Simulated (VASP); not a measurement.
# C (Fm-3m) in VASP: a series of runs

C is run at these levels: RPBE; tasks: single point.

All numbers are computed with VASP 6.6.1; they aren't measurements. Logs are shortened: lines on timing, memory, paths and dates and some standing lists are left out, and cuts for length are marked.

## 1. The cell of the first run

The structure is cubic, space group Fm-3m (No. 225). Conventional cell: a = 2.975 Å, b = 2.975 Å, c = 2.975 Å, α = 90.00°, β = 90.00°, γ = 90.00°. C (site symmetry m-3m) has 12 C at 2.10 Å within 2.8 Å.

## 2. Single point, RPBE (volume scaled by 0.88)

Contents of INCAR:

```
PREC     = Accurate       # precision mode
ENCUT    = 520            # plane-wave cutoff, eV
EDIFF    = 1E-6           # SCF threshold, eV
ISMEAR   = -1             # smearing method
SIGMA    = 0.1            # smearing width, eV
LREAL    = False          # projectors in reciprocal space
LASPH    = True           # aspherical terms in the spheres
NELM     = 60             # most SCF steps
ALGO     = Normal         # electronic algorithm
ISIF     = 2              # what is computed and relaxed
LWAVE    = False          # write WAVECAR
LCHARG   = False          # write CHGCAR
GGA      = RP             # functional
NBANDS   = 8              # bands
```

Contents of KPOINTS:

```
regular mesh
0
Gamma
  19 19 19
```

Contents of POSCAR:

```
C
1.0
    0.0000000000      1.4876667495      1.4876667495
    1.4876667495      0.0000000000      1.4876667495
    1.4876667495      1.4876667495      0.0000000000
C
1
Direct
    0.0000000000      0.0000000000      0.0000000000
```

Potentials or basis: VASP PAW PBE potentials, release 64 (C).

The run is started by

```console
cat potpaw_PBE.64/C/POTCAR > POTCAR
mpirun -np 1 vasp_std > vasp.out
```

OUTCAR:

```text
PREC = Accurate
   ENCUT = 520
   EDIFF = 1E-6
   ISMEAR = -1
   LREAL = False
   LASPH = True
   NELM = 60
   ISIF = 2
   GGA = RP

 ion  position               nearest neighbor table
   1  0.000  0.000  0.000-

  LATTYP: Found a face centered cubic cell.
 ALAT       =     2.9753334990

  Lattice vectors:

 A1 = (   0.0000000000,   1.4876667495,   1.4876667495)
 A2 = (   1.4876667495,   0.0000000000,   1.4876667495)
 A3 = (   1.4876667495,   1.4876667495,   0.0000000000)

Analysis of symmetry for initial positions (statically):
=====================================================================
 Subroutine PRICEL returns:
 Original cell was already a primitive cell.

 Routine SETGRP: Setting up the symmetry group for a
 face centered cubic supercell.

 Subroutine GETGRP returns: Found 48 space group operations
 (whereof 48 operations were pure point group operations)
 out of a pool of 48 trial point group operations.

The static configuration has the point symmetry O_h .

Analysis of symmetry for dynamics (positions and initial velocities):
=====================================================================
 Subroutine PRICEL returns:
 Original cell was already a primitive cell.

 Routine SETGRP: Setting up the symmetry group for a
 face centered cubic supercell.

 Subroutine GETGRP returns: Found 48 space group operations
 (whereof 48 operations were pure point group operations)
 out of a pool of 48 trial point group operations.

The dynamic configuration has the point symmetry O_h .

 Subroutine INISYM returns: Found 48 space group operations
 (whereof 48 operations are pure point group operations),
 and found     1 'primitive' translations

----------------------------------------------------------------------------------------

                                     Primitive cell

  volume of cell :       6.5849

  direct lattice vectors                    reciprocal lattice vectors
     0.000000000  1.487666749  1.487666749    -0.336096777  0.336096777  0.336096777
     1.487666749  0.000000000  1.487666749     0.336096777 -0.336096777  0.336096777
     1.487666749  1.487666749  0.000000000     0.336096777  0.336096777 -0.336096777

  length of vectors
     2.103878493  2.103878493  2.103878493     0.582136694  0.582136694  0.582136694

  position of ions in fractional coordinates (direct lattice)
[... 70 lines left out ...]
   ICHARG =      2    charge: 1-file 2-atom 10-const
   ISPIN  =      1    spin polarized calculation?
   LNONCOLLINEAR =      F non collinear calculations
   LSORBIT =      F    spin-orbit coupling
   LASPH  =      T    aspherical Exc in radial PAW
   ENCUT  =  520.0 eV  38.22 Ry    6.18 a.u.   3.91  3.91  3.91*2*pi/ulx,y,z
   NELM   =     60;   NELMIN=  2; NELMDL= -5     # of ELM steps
   EDIFF  = 0.1E-05   stopping-criterion for ELM
   LREAL  =      F    real-space projection
   EDIFFG = 0.1E-04   stopping-criterion for IOM
   NSW    =      0    number of steps for IOM
   IBRION =     -1    ionic relax: 0-MD 1-quasi-New 2-CG
   NFREE  =      0    steps in history (QN), initial steepest desc. (CG)
   ISIF   =      2    stress and relaxation
   ISYM   =      2    0-nonsym 1-usesym 2-fastsym
   POTIM  = 0.5000    time-step for ionic-motion
   TEBEG  =    0.0;   TEEND  =   0.0 temperature during run
   PSTRESS=    0.0 pullay stress
   NELECT =       4.0000    total number of electrons
   NUPDOWN=      -1.0000    fix difference up-down
   EMIN   =  10.00;   EMAX   =-10.00  energy-range for DOS
   EFERMI =   0.00;   METHOD = LEGACY
   ISMEAR =    -1;   SIGMA  =   0.10  broadening in eV -4-tet -1-fermi 0-gaus
   EFERMI_NEDOS =   21; number of points for ismear=-14 and -15
   IALGO  =     38    algorithm
   IMIX   =      4    mixing-type and parameters
     AMIX     =   0.40;   BMIX     =  1.00
     AMIX_MAG =   1.60;   BMIX_MAG =  1.00
  volume/ion in A,a.u.               =       6.58        44.44
  Fermi-wavevector in a.u.,A,eV,Ry     =   1.386476  2.620061 26.154711  1.922317
  Thomas-Fermi vector in A             =   2.510789
   LORBIT       =      0    0 simple, 1 ext, 2 COOP (PROOUT), +10 PAW based schemes
   GGA     = RP    functional components
   LHFCALC =     F    Hartree Fock is set to
   AEXX    =    0.0000 exact exchange contribution
   IVDW    =     0    specifies the selected vdW correction
   LEPSILON=     F    determine dielectric tensor
   LRPA    =     F    only Hartree local field effects (RPA)
 non-spin polarized calculation
  energy-cutoff  :      520.00
  volume of cell :        6.58
 maximum number of plane-waves:       190
   NGX =  7   NGY =  7   NGZ =  7

 number of electron       4.0000000 magnetization

 Free energy of the ion-electron system (eV)
  ---------------------------------------------------
  ext. energy  EPLUGINS =         0.00000000
  ---------------------------------------------------
  free energy    TOTEN  =        -4.22054868 eV

  energy without entropy =       -4.21036706  energy(sigma->0) =       -4.21545787

 E-fermi :   9.2660     XC(G=0): -13.1744

 val. band max:        9.2590090515   @ k =   0.4737   0.3684   0.1053
 cond. band min:       9.2741228965   @ k =  -0.3684   0.3158   0.1053
 fundamental gap:      0.0151138449
 Fermi energy:         9.2659538087

 k-point     1 :       0.0000    0.0000    0.0000
  band No.  band energies     occupation
      1     -11.0853      2.00000
      2      18.0720      0.00000
      3      18.0720      0.00000
      4      18.0720      0.00000
      5      40.4941      0.00000
      6      40.4941      0.00000
      7      40.4941      0.00000
      8      43.3078      0.00000
[... 243 lines left out ...]
 k-point    24 :      -0.2632    0.0526    0.0000
  band No.  band energies     occupation
      1      -7.6257      2.00000
      2       9.5061      0.16611
      3      16.0321      0.00000
      4      17.1154      0.00000
      5      35.3146      0.00000
      6      38.5795      0.00000
      7      40.1619      0.00000
      8      42.6472      0.00000

 [... further k-points ...]
[... 5 lines left out ...]
  --------------------------------------------------------------------------------------
  -------------------------------------------------------------------------------------
  Total        0.9478757      0.9478757      0.9478757      0.0000000      0.0000000      0.0000000
  in kB      230.6295860    230.6295860    230.6295860      0.0000000      0.0000000      0.0000000
  external PRESSURE =     230.6295860 kB  Pullay stress =       0.0000000 kB

 VOLUME and BASIS-vectors are now :
 -----------------------------------------------------------------------------
  energy-cutoff  :      520.00
  volume of cell :        6.58
      direct lattice vectors                 reciprocal lattice vectors
     0.000000000  1.487666749  1.487666749    -0.336096777  0.336096777  0.336096777
     1.487666749  0.000000000  1.487666749     0.336096777 -0.336096777  0.336096777
     1.487666749  1.487666749  0.000000000     0.336096777  0.336096777 -0.336096777

 POSITION                                       TOTAL-FORCE (eV/Angst)
 -----------------------------------------------------------------------------------
      0.00000      0.00000      0.00000         0.000000      0.000000      0.000000
 -----------------------------------------------------------------------------------
    total drift:                                0.000000      0.000000     -0.000000

  FREE ENERGIE OF THE ION-ELECTRON SYSTEM (eV)
  ---------------------------------------------------
  free  energy   TOTEN  =        -4.2205486788 eV

  energy  without entropy=       -4.2103670603  energy(sigma->0) =       -4.21545787
```

Run time: 3 s. Hardware: 1 thread of Intel Xeon 6975P-C (Granite Rapids), shared host; peak memory 0.1 GiB.

Results:

| Item | Value |
| --- | --- |
| Free energy | -4.2205 eV |
| Pressure | 23.1 GPa |
| Band gap on the k mesh | zero (band 2 reaches 18.07 eV, above the bottom of band 3 at 5.67 eV) |

Caveat: the PAW data sets were made with another functional, which shifts forces and pressure a little.

## 3. Single point, RPBE (volume scaled by 0.92)

Contents of INCAR:

```
PREC = Accurate ; ENCUT = 520
EDIFF = 1E-6 ; ISMEAR = -1
SIGMA = 0.1 ; LREAL = False
LASPH = True ; NELM = 100
ALGO = Normal ; ISIF = 2
LWAVE = False ; LCHARG = False
GGA = RP ; NBANDS = 8
```

KPOINTS is that of step 2.

Contents of POSCAR:

```
C
1.0
    0.0000000000      1.5098740049      1.5098740049
    1.5098740049      0.0000000000      1.5098740049
    1.5098740049      1.5098740049      0.0000000000
C
1
Direct
    0.0000000000      0.0000000000      0.0000000000
```

Potentials or basis: VASP PAW PBE potentials, release 64 (C).

The run is started by

```console
cat potpaw_PBE.64/C/POTCAR > POTCAR
mpirun -np 1 vasp_std > vasp.out
```

Run time: 2.9 s. Hardware: 1 thread of Intel Xeon 6975P-C (Granite Rapids), shared host; peak memory 0.11 GiB.

Results (log left out):

| Quantity | Value |
| --- | --- |
| Free energy | -4.2551 eV |
| Pressure | 13.8 GPa |
| Band gap on the k mesh | zero (band 2 reaches 17.05 eV, above the bottom of band 3 at 5.15 eV) |

Levels at points of the mesh, in eV from the Fermi level:
```csv
k point,band 1,band 2,band 3,band 4,band 5,band 6,band 7
"(0.00, 0.00, 0.00)",-19.69,8.46,8.46,8.46,30.66,30.66,30.66
```

Caveat: the PAW data sets were made with another functional, which shifts forces and pressure a little.

## 4. Single point, RPBE (volume scaled by 0.96)

Contents of INCAR:

```
PREC = Accurate ; ENCUT = 520
EDIFF = 1E-6 ; ISMEAR = -1
SIGMA = 0.1 ; LREAL = F
LASPH = T ; NELM = 100
ALGO = Normal ; ISIF = 2
LWAVE = F ; LCHARG = F
GGA = RP ; NBANDS = 8
```

KPOINTS is that of step 3.

Contents of POSCAR:

```
C
1.0
    0.0000000000      1.5314465481      1.5314465481
    1.5314465481      0.0000000000      1.5314465481
    1.5314465481      1.5314465481      0.0000000000
C
1
Direct
    0.0000000000      0.0000000000      0.0000000000
```

Potentials or basis: VASP PAW PBE potentials, release 64 (C).

The run is started by

```console
cat potpaw_PBE.64/C/POTCAR > POTCAR
mpirun -np 1 vasp_std > vasp.out
```

OUTCAR:

```text
PREC = Accurate
   ENCUT = 520
   EDIFF = 1E-6
   ISMEAR = -1
   LREAL = F
   LASPH = T
   NELM = 100
   ISIF = 2
   GGA = RP

 ion  position               nearest neighbor table
   1  0.000  0.000  0.000-

  LATTYP: Found a face centered cubic cell.
 ALAT       =     3.0628930962

  Lattice vectors:

 A1 = (   0.0000000000,   1.5314465481,   1.5314465481)
 A2 = (   1.5314465481,   0.0000000000,   1.5314465481)
 A3 = (   1.5314465481,   1.5314465481,   0.0000000000)

[... 432 lines left out ...]
  band No.  band energies     occupation
      1      -7.8496      2.00000
      2       8.2168      0.15118
      3      14.2729      0.00000
      4      15.2464      0.00000
      5      32.8298      0.00000
      6      36.1352      0.00000
      7      37.7889      0.00000
      8      39.5785      0.00000

 [... further k-points ...]
[... 5 lines left out ...]
  --------------------------------------------------------------------------------------
  -------------------------------------------------------------------------------------
  Total        0.2719239      0.2719239      0.2719239     -0.0000000      0.0000000     -0.0000000
  in kB       60.6488275     60.6488275     60.6488275     -0.0000000      0.0000000     -0.0000000
  external PRESSURE =      60.6488275 kB  Pullay stress =       0.0000000 kB

 VOLUME and BASIS-vectors are now :
 -----------------------------------------------------------------------------
  energy-cutoff  :      520.00
  volume of cell :        7.18
      direct lattice vectors                 reciprocal lattice vectors
     0.000000000  1.531446548  1.531446548    -0.326488705  0.326488705  0.326488705
     1.531446548  0.000000000  1.531446548     0.326488705 -0.326488705  0.326488705
     1.531446548  1.531446548  0.000000000     0.326488705  0.326488705 -0.326488705

 POSITION                                       TOTAL-FORCE (eV/Angst)
 -----------------------------------------------------------------------------------
      0.00000      0.00000      0.00000         0.000000      0.000000     -0.000000
 -----------------------------------------------------------------------------------
    total drift:                                0.000000      0.000000     -0.000000

  FREE ENERGIE OF THE ION-ELECTRON SYSTEM (eV)
  ---------------------------------------------------
  free  energy   TOTEN  =        -4.2736688091 eV

  energy  without entropy=       -4.2638179188  energy(sigma->0) =       -4.26874336
```

OSZICAR:

```text
N       E                     dE             d eps       ncg     rms          rms(c)
DAV:   1    -0.259362378596E+01   -0.25936E+01   -0.23905E+03  3808   0.486E+02
DAV:   2    -0.426889911037E+01   -0.16753E+01   -0.15348E+01  4736   0.287E+01
DAV:   3    -0.427396622406E+01   -0.50671E-02   -0.50638E-02  3808   0.173E+00
DAV:   4    -0.427396749649E+01   -0.12724E-05   -0.12722E-05  5176   0.277E-02
DAV:   5    -0.427396749617E+01    0.31176E-09   -0.12948E-09  3896   0.152E-04    0.996E-01
DAV:   6    -0.427332392376E+01    0.64357E-03   -0.16661E-03  3632   0.230E-01    0.571E-01
DAV:   7    -0.427362755453E+01   -0.30363E-03   -0.26240E-03  3792   0.296E-01    0.407E-02
DAV:   8    -0.427366925797E+01   -0.41703E-04   -0.55747E-05  3992   0.599E-02    0.785E-03
DAV:   9    -0.427366880905E+01    0.44892E-06   -0.15272E-07  3568   0.358E-03
   1 F= -.42736688E+01 E0= -.42687434E+01  d E =-.985089E-02
```

stdout:

```text
POSCAR found type information on POSCAR C
 POSCAR found :  1 types and       1 ions
 scaLAPACK will be used
 -----------------------------------------------------------------------------
|                                                                             |
|                                                                             |
|     You enforced a specific xc type in the INCAR file but a different       |
|     I HOPE YOU KNOW WHAT YOU ARE DOING!                                     |
|                                                                             |
 -----------------------------------------------------------------------------

 LDA part: xc-table for (Slater+PW92), standard interpolation
 POSCAR, INCAR and KPOINTS ok, starting setup
 FFT: planning ... GRIDC
 FFT: planning ... GRID_SOFT
 FFT: planning ... GRID
 WAVECAR not read
 entering main loop
```

Wall time 3.9 s (1 thread of Intel Xeon 6975P-C (Granite Rapids), shared host); peak memory 0.11 GiB.

What came out:

```
Free energy            : -4.2737 eV
Pressure               : 6.1 GPa
Band gap on the k mesh : zero (band 2 reaches 16.11 eV, above the bottom of band 3 at 4.70 eV)
```

Caveat: the PAW data sets were made with another functional, which shifts forces and pressure a little.

[end of part 1 of 2]
